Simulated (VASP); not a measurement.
# Cu in VASP: single point with PBEsol

Aim: the single point of Cu with PBEsol.

All numbers are computed with VASP 6.6.1; they aren't measurements. Logs are shortened: lines on timing, memory, paths and dates and some standing lists are left out, and cuts for length are marked.

### Step 1. The cell of the first run

The typed cell holds 1 atom: a = 2.520 Å, b = 2.521 Å, c = 2.520 Å, α = 60.00°, β = 60.02°, γ = 59.98°.

### Step 2. Single point, PBEsol

Input file INCAR:

```
SYSTEM = Cu
ALGO = Fast
EDIFF = 1E-6
ENCUT = 520
GGA = PS
ISIF = 2
ISMEAR = 0
LASPH = .TRUE.
LCHARG = .FALSE.
LREAL = .FALSE.
LWAVE = .FALSE.
NBANDS = 12
NELM = 100
PREC = Accurate
SIGMA = 0.15
```

Input file KPOINTS:

```
k-points
0
G
  16 16 16
  0 0 0
```

Input file POSCAR:

```
Cu
1.0
   -0.0000107243      1.7815948691      1.7827125446
    1.7821132000      0.0000754118      1.7826398866
    1.7821883084      1.7816147564     -0.0000087969
Cu
1
Direct
    0.0000000000      0.0000000000      0.0000000000
```

Potentials or basis: VASP PAW PBE potentials, release 64 (Cu).

Command:

```console
> cat potpaw_PBE.64/Cu/POTCAR > POTCAR
> mpirun -np 1 vasp_std > vasp.out
```

OUTCAR:

```text
SYSTEM = Cu
   EDIFF = 1E-6
   ENCUT = 520
   GGA = PS
   ISIF = 2
   ISMEAR = 0
   LASPH = .TRUE.
   LREAL = .FALSE.
   NELM = 100
   PREC = Accurate

 ion  position               nearest neighbor table
   1  0.000  0.000  0.000-

  LATTYP: Found a triclinic cell.
 ALAT       =     4.3653681059
 B/A-ratio  =     0.5774223498
 C/A-ratio  =     0.8162276647
 COS(alpha) =     0.0000553678
 COS(beta)  =     0.4081640950
 COS(gamma) =     0.8660711605

  Lattice vectors:

 A1 = (  -3.5643015084,  -1.7816901682,  -1.7826310897)
 A2 = (  -1.7821132000,  -0.0000754118,  -1.7826398866)
 A3 = (  -0.0000643841,  -3.5631342137,  -0.0000638611)

Analysis of symmetry for initial positions (statically):
=====================================================================
 Subroutine PRICEL returns:
 Original cell was already a primitive cell.

 Routine SETGRP: Setting up the symmetry group for a
 triclinic supercell.

 Subroutine GETGRP returns: Found  2 space group operations
 (whereof  2 operations were pure point group operations)
 out of a pool of  2 trial point group operations.

The static configuration has the point symmetry S_2 .

Analysis of symmetry for dynamics (positions and initial velocities):
=====================================================================
 Subroutine PRICEL returns:
 Original cell was already a primitive cell.

 Routine SETGRP: Setting up the symmetry group for a
 triclinic supercell.

 Subroutine GETGRP returns: Found  2 space group operations
 (whereof  2 operations were pure point group operations)
 out of a pool of  2 trial point group operations.

The dynamic configuration has the point symmetry S_2 .

 Subroutine INISYM returns: Found  2 space group operations
 (whereof  2 operations are pure point group operations),
 and found     1 'primitive' translations

----------------------------------------------------------------------------------------

                                     Primitive cell

  volume of cell :      11.3201

  direct lattice vectors                    reciprocal lattice vectors
    -0.000010724  1.781594869  1.782712545    -0.280560129  0.280651834  0.280465364
     1.782113200  0.000075412  1.782639887     0.280572949 -0.280661888  0.280487615
     1.782188308  1.781614756 -0.000008797     0.280545121  0.280651749 -0.280474106

  length of vectors
     2.520346066  2.520661109  2.519989347     0.485942650  0.485968700  0.485938981

  position of ions in fractional coordinates (direct lattice)
     0.000000000  0.000000000  0.000000000

  ion indices of the primitive-cell ions
   primitive index   ion index
                 1           1

----------------------------------------------------------------------------------------

 KPOINTS: k-points

Automatic generation of k-mesh.
 Grid dimensions read from file:
 generate k-points for:   16   16   16

 Generating k-lattice:

  Cartesian coordinates                     Fractional coordinates (reciprocal lattice)
    -0.017535008  0.017540740  0.017529085     0.062500000 -0.000000000 -0.000000000
     0.017535809 -0.017541368  0.017530476    -0.000000000  0.062500000 -0.000000000
     0.017534070  0.017540734 -0.017529632     0.000000000  0.000000000  0.062500000

  Length of vectors
     0.030371416  0.030373044  0.030371186

  Shift w.r.t. Gamma in fractional coordinates (k-lattice)
     0.000000000  0.000000000  0.000000000

 Subroutine IBZKPT returns following result:
 ===========================================

 Found   2052 irreducible k-points:

 Following reciprocal coordinates:
            Coordinates               Weight
  0.000000  0.000000  0.000000      1.000000
  0.062500  0.000000  0.000000      2.000000
  0.125000  0.000000  0.000000      2.000000
  0.187500  0.000000  0.000000      2.000000
  0.250000  0.000000  0.000000      2.000000
  0.312500  0.000000  0.000000      2.000000
[... 16 lines left out ...]
 -0.187500  0.062500 -0.000000      2.000000
 -0.125000  0.062500 -0.000000      2.000000
 [... further k-points ...]
   k-points           NKPTS =   2052   k-points in BZ     NKDIM =   2052   number of bands    NBANDS=     12
   number of dos      NEDOS =    301   number of ions     NIONS =      1
   total plane-waves  NPLWV =   8000
   dimension x,y,z NGX =    20 NGY =   20 NGZ =   20
   dimension x,y,z NGXF=    40 NGYF=   40 NGZF=   40
   ions per type =               1
   NGX,Y,Z   is equivalent  to a cutoff of  13.19, 13.19, 13.19 a.u.
   NGXF,Y,Z  is equivalent  to a cutoff of  26.38, 26.38, 26.39 a.u.
 SYSTEM =  Cu
   PREC   = accura    normal or accurate (medium, high low for compatibility)
   ISTART =      0    job   : 0-new  1-cont  2-samecut
   ICHARG =      2    charge: 1-file 2-atom 10-const
   ISPIN  =      1    spin polarized calculation?
   LNONCOLLINEAR =      F non collinear calculations
   LSORBIT =      F    spin-orbit coupling
   LASPH  =      T    aspherical Exc in radial PAW
   ENCUT  =  520.0 eV  38.22 Ry    6.18 a.u.   4.69  4.69  4.69*2*pi/ulx,y,z
   NELM   =    100;   NELMIN=  2; NELMDL= -5     # of ELM steps
   EDIFF  = 0.1E-05   stopping-criterion for ELM
   LREAL  =      F    real-space projection
   EDIFFG = 0.1E-04   stopping-criterion for IOM
   NSW    =      0    number of steps for IOM
   IBRION =     -1    ionic relax: 0-MD 1-quasi-New 2-CG
   NFREE  =      0    steps in history (QN), initial steepest desc. (CG)
   ISIF   =      2    stress and relaxation
   ISYM   =      2    0-nonsym 1-usesym 2-fastsym
   POTIM  = 0.5000    time-step for ionic-motion
   TEBEG  =    0.0;   TEEND  =   0.0 temperature during run
   PSTRESS=    0.0 pullay stress
   NELECT =      11.0000    total number of electrons
   NUPDOWN=      -1.0000    fix difference up-down
   EMIN   =  10.00;   EMAX   =-10.00  energy-range for DOS
   EFERMI =   0.00;   METHOD = LEGACY
   ISMEAR =     0;   SIGMA  =   0.15  broadening in eV -4-tet -1-fermi 0-gaus
   EFERMI_NEDOS =   21; number of points for ismear=-14 and -15
   IALGO  =     68    algorithm
   IMIX   =      4    mixing-type and parameters
     AMIX     =   0.40;   BMIX     =  1.00
     AMIX_MAG =   1.60;   BMIX_MAG =  1.00
  volume/ion in A,a.u.               =      11.32        76.39
  Fermi-wavevector in a.u.,A,eV,Ry     =   1.621518  3.064226 35.774100  2.629322
  Thomas-Fermi vector in A             =   2.715281
   LORBIT       =      0    0 simple, 1 ext, 2 COOP (PROOUT), +10 PAW based schemes
   GGA     = PS    functional components
   LHFCALC =     F    Hartree Fock is set to
   AEXX    =    0.0000 exact exchange contribution
   IVDW    =     0    specifies the selected vdW correction
   LEPSILON=     F    determine dielectric tensor
   LRPA    =     F    only Hartree local field effects (RPA)
 non-spin polarized calculation
 RMM-DIIS sequential band-by-band and
 Gauss-broadening in eV      SIGMA  =   0.15
  energy-cutoff  :      520.00
  volume of cell :       11.32
 maximum number of plane-waves:       316
   NGX =  9   NGY =  9   NGZ =  9

 number of electron      11.0000013 magnetization

 Free energy of the ion-electron system (eV)
  ---------------------------------------------------
  ext. energy  EPLUGINS =         0.00000000
  ---------------------------------------------------
  free energy    TOTEN  =        -4.31002050 eV

  energy without entropy =       -4.30657804  energy(sigma->0) =       -4.30829927

 E-fermi :   7.9026     XC(G=0): -13.1569

 val. band max:        7.8873399164   @ k =   0.1875  -0.3125   0.1250
 cond. band min:       7.9576587797   @ k =  -0.3125  -0.1875   0.1875
 fundamental gap:      0.0703188633
 Fermi energy:         7.9026039434

 k-point     1 :       0.0000    0.0000    0.0000
  band No.  band energies     occupation
      1      -1.7816      2.00000
      2       4.7769      2.00000
      3       4.7784      2.00000
      4       4.7801      2.00000
      5       5.6657      2.00000
      6       5.6685      2.00000
      7      30.8575      0.00000
      8      33.8011      0.00000
      9      33.8030      0.00000
     10      33.8060      0.00000
     11      36.3204      0.00000
     12      36.3228      0.00000

 k-point     2 :       0.0625    0.0000    0.0000
  band No.  band energies     occupation
      1      -1.6349      2.00000
      2       4.7457      2.00000
      3       4.8064      2.00000
      4       4.8080      2.00000
      5       5.6542      2.00000
      6       5.6569      2.00000
      7      30.0542      0.00000
      8      32.1941      0.00000
      9      33.3532      0.00000
     10      33.3543      0.00000
     11      36.9698      0.00000
     12      36.9734      0.00000

 k-point     3 :       0.1250    0.0000    0.0000
  band No.  band energies     occupation
      1      -1.2013      2.00000
      2       4.6593      2.00000
      3       4.8776      2.00000
      4       4.8792      2.00000
      5       5.6341      2.00000
      6       5.6365      2.00000
      7      27.1777      0.00000
      8      31.5800      0.00000
      9      32.5866      0.00000
     10      32.5884      0.00000
     11      38.1768      0.00000
     12      38.2154      0.00000

 k-point     4 :       0.1875    0.0000    0.0000
  band No.  band energies     occupation
      1      -0.5041      2.00000
      2       4.5549      2.00000
      3       4.9428      2.00000
      4       4.9447      2.00000
      5       5.6504      2.00000
      6       5.6521      2.00000
      7      23.8937      0.00000
      8      31.2458      0.00000
      9      31.8974      0.00000
     10      31.9011      0.00000
     11      38.1568      0.00000
     12      38.4711      0.00000

 k-point     5 :       0.2500    0.0000    0.0000
  band No.  band energies     occupation
      1       0.4007      2.00000
      2       4.5002      2.00000
      3       4.9453      2.00000
      4       4.9475      2.00000
      5       5.7524      2.00000
      6       5.7531      2.00000
      7      20.7099      0.00000
      8      30.7842      0.00000
      9      31.3600      0.00000
     10      31.3662      0.00000
     11      37.0799      0.00000
     12      37.1024      0.00000
[... 228 lines left out ...]
      1       1.7772      2.00000
      2       4.6485      2.00000
      3       4.8389      2.00000
      4       4.9061      2.00000
      5       5.8717      2.00000
      6       6.2249      2.00000
      7      16.8953      0.00000
      8      27.5968      0.00000
      9      30.9974      0.00000
     10      32.3761      0.00000
     11      34.2013      0.00000
     12      36.1584      0.00000

 k-point    22 :      -0.2500    0.0625   -0.0000
  band No.  band energies     occupation
      1       0.8433      2.00000
      2       4.4546      2.00000
      3       4.9176      2.00000
      4       4.9780      2.00000
      5       5.6725      2.00000
      6       5.9883      2.00000
      7      19.7909      0.00000
      8      27.8230      0.00000
      9      31.8009      0.00000
     10      33.2985      0.00000
     11      35.0290      0.00000
     12      36.3359      0.00000

 k-point    23 :      -0.1875    0.0625   -0.0000
  band No.  band energies     occupation
      1      -0.0997      2.00000
      2       4.4816      2.00000
      3       4.9577      2.00000
      4       4.9991      2.00000
      5       5.5464      2.00000
      6       5.8125      2.00000
      7      22.9142      0.00000
      8      28.2609      0.00000
      9      32.5311      0.00000
     10      33.8503      0.00000
     11      36.3601      0.00000
     12      36.5936      0.00000

 k-point    24 :      -0.1250    0.0625   -0.0000
  band No.  band energies     occupation
      1      -0.8701      2.00000
      2       4.5841      2.00000
      3       4.9312      2.00000
      4       4.9341      2.00000
      5       5.5423      2.00000
      6       5.7164      2.00000
      7      26.1680      0.00000
      8      28.9182      0.00000
      9      32.8630      0.00000
     10      34.3203      0.00000
     11      36.6058      0.00000
     12      37.3315      0.00000

 [... further k-points ...]
[... 5 lines left out ...]
  --------------------------------------------------------------------------------------
  -------------------------------------------------------------------------------------
  Total        0.0467802      0.0482458      0.0454272     -0.0002928     -0.0002166      0.0003239
  in kB        6.6209586      6.8284012      6.4294739     -0.0414372     -0.0306512      0.0458486
  external PRESSURE =       6.6262779 kB  Pullay stress =       0.0000000 kB

 VOLUME and BASIS-vectors are now :
 -----------------------------------------------------------------------------
  energy-cutoff  :      520.00
  volume of cell :       11.32
      direct lattice vectors                 reciprocal lattice vectors
    -0.000010724  1.781594869  1.782712545    -0.280560129  0.280651834  0.280465364
     1.782113200  0.000075412  1.782639887     0.280572949 -0.280661888  0.280487615
     1.782188308  1.781614756 -0.000008797     0.280545121  0.280651749 -0.280474106

 POSITION                                       TOTAL-FORCE (eV/Angst)
 -----------------------------------------------------------------------------------
      0.00000      0.00000      0.00000         0.000000      0.000000      0.000000
 -----------------------------------------------------------------------------------
    total drift:                                0.000000      0.000000      0.000000

  FREE ENERGIE OF THE ION-ELECTRON SYSTEM (eV)
  ---------------------------------------------------
  free  energy   TOTEN  =        -4.3100204999 eV

  energy  without entropy=       -4.3065780384  energy(sigma->0) =       -4.30829927
```

Run time: 6.3 min. Hardware: 1 thread of Intel Xeon 8259CL, shared host; peak memory 0.37 GiB.

Results:

```yaml
Free_energy: -4.3100 eV
Pressure: 0.7 GPa
Band_gap_on_the_k_mesh: zero (an odd number of electrons rules out a gap without spin polarisation)
```

Caveat: the PAW data sets were made with another functional, which shifts forces and pressure a little.

The gap in the log of VASP goes by the Fermi energy; the results here count the filled bands.